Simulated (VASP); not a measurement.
Tm2I3:

```
Tm I
1.0
     5.69687    0.00000    0.00000
     0.00000    5.69687    0.00000
     0.00000    0.00000    5.69687
Tm I
2 3
Direct
  0.50000 0.50000 0.50000
  0.00000 0.00000 0.00000
  0.50000 0.00000 0.00000
  0.00000 0.50000 0.00000
  0.00000 0.00000 0.50000
```

The cell was generated, and may not be a known phase.

```yaml
Program: VASP 6.6.1
Task: relaxation of cell and atoms
Functional: PBE
Potentials_or_basis: VASP PAW PBE potentials, release 64 (Tm_3, I), 4f in core
Cutoff: 500 eV
k_mesh: 8 × 8 × 8
Occupations: gaussian, width 0.1 eV
Spin: no spin polarisation
```

At the start: pressure 3.8 GPa; volume 36.98 Å³/atom.

Task: Where does the relaxation end?

Result: Over 3 steps the energy falls by 49.3 meV/atom and the volume is 41.56 Å³/atom (+12.4 %); space group Pm-3m (No. 221, to 0.1 Å) before and after.

Step by step:
```tsv
step	energy change (eV)	largest force (eV/Å)	pressure (GPa)	volume (Å³)
1	0.0000	0.0000	3.84	184.89
2	-0.2454	0.0000	-0.20	209.61
3	-0.2464	0.0000	0.01	207.82
```

Final structure:
```cif
data_structure
_symmetry_space_group_name_H-M 'P 1'
_symmetry_Int_Tables_number 1
_cell_length_a 5.9233
_cell_length_b 5.9233
_cell_length_c 5.9233
_cell_angle_alpha 90.000
_cell_angle_beta 90.000
_cell_angle_gamma 90.000
_cell_volume 207.82
loop_
_atom_site_label
_atom_site_type_symbol
_atom_site_fract_x
_atom_site_fract_y
_atom_site_fract_z
_atom_site_occupancy
Tm1 Tm 0.50000 0.50000 0.50000 1
Tm2 Tm 0.00000 0.00000 0.00000 1
I1 I 0.50000 0.00000 0.00000 1
I2 I 0.00000 0.50000 0.00000 1
I3 I 0.00000 0.00000 0.50000 1
```

Caveat: the highest band is partly filled, so the run has too few bands; the run has no spin polarisation, though such a crystal can be magnetic.
